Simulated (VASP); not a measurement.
LiCl (wurtzite type):

```xyz
4
Lattice="3.7243 0.0000 0.0000 -1.8622 3.2254 0.0000 0.0000 0.0000 6.0706" Properties=species:S:1:pos:R:3 pbc="T T T"
Li    0.0000    2.1502    0.0000
Li    1.8622    1.0751    3.0353
Cl    0.0000    2.1502    2.2826
Cl    1.8622    1.0751    5.3179
```

* Program: VASP 6.6.1
* Task: relaxation of cell and atoms
* Functional: PBE
* Potentials or basis: VASP PAW PBE potentials, release 64 (Li_sv, Cl)
* Cutoff: 600 eV
* k mesh: 10 × 10 × 6
* Occupations: fermi-dirac, width 0.05 eV
* Spin: no spin polarisation

At the start: pressure 4.5 GPa; volume 18.23 Å³/atom.

Question: How do energy, volume and symmetry change on relaxing?

Answer: Over 10 steps the energy falls by 34.4 meV/atom and the volume is 20.95 Å³/atom (+14.9 %); space group P6_3mc (No. 186, to 0.05 Å).

The path:
```tsv
step	energy change (eV)	largest force (eV/Å)	pressure (GPa)	volume (Å³)
1	0.0000	0.0116	4.54	72.92
2	-0.1081	0.0166	1.81	78.51
3	-0.1332	0.0182	-0.54	85.71
4	-0.1364	0.0182	-0.04	83.92
5	-0.1364	0.0181	0.02	83.69
6	-0.1366	0.0175	0.02	83.69
7	-0.1370	0.0160	0.02	83.69
8	-0.1374	0.0143	0.02	83.67
9	-0.1374	0.0134	0.02	83.67
10	-0.1375	0.0020	-0.02	83.80
```

Final structure:
```cif
data_structure
_symmetry_space_group_name_H-M 'P 1'
_symmetry_Int_Tables_number 1
_cell_length_a 3.9252
_cell_length_b 3.9252
_cell_length_c 6.2806
_cell_angle_alpha 90.000
_cell_angle_beta 90.000
_cell_angle_gamma 120.000
_cell_volume 83.80
loop_
_atom_site_label
_atom_site_type_symbol
_atom_site_fract_x
_atom_site_fract_y
_atom_site_fract_z
_atom_site_occupancy
Li1 Li 0.33333 0.66667 0.99742 1
Li2 Li 0.66667 0.33333 0.49742 1
Cl1 Cl 0.33333 0.66667 0.37858 1
Cl2 Cl 0.66667 0.33333 0.87858 1
```

Caveat: the cutoff is under 1.25 times the usual one of these potentials, so pressure, stress and relaxed cells hold a basis-set (Pulay) error.
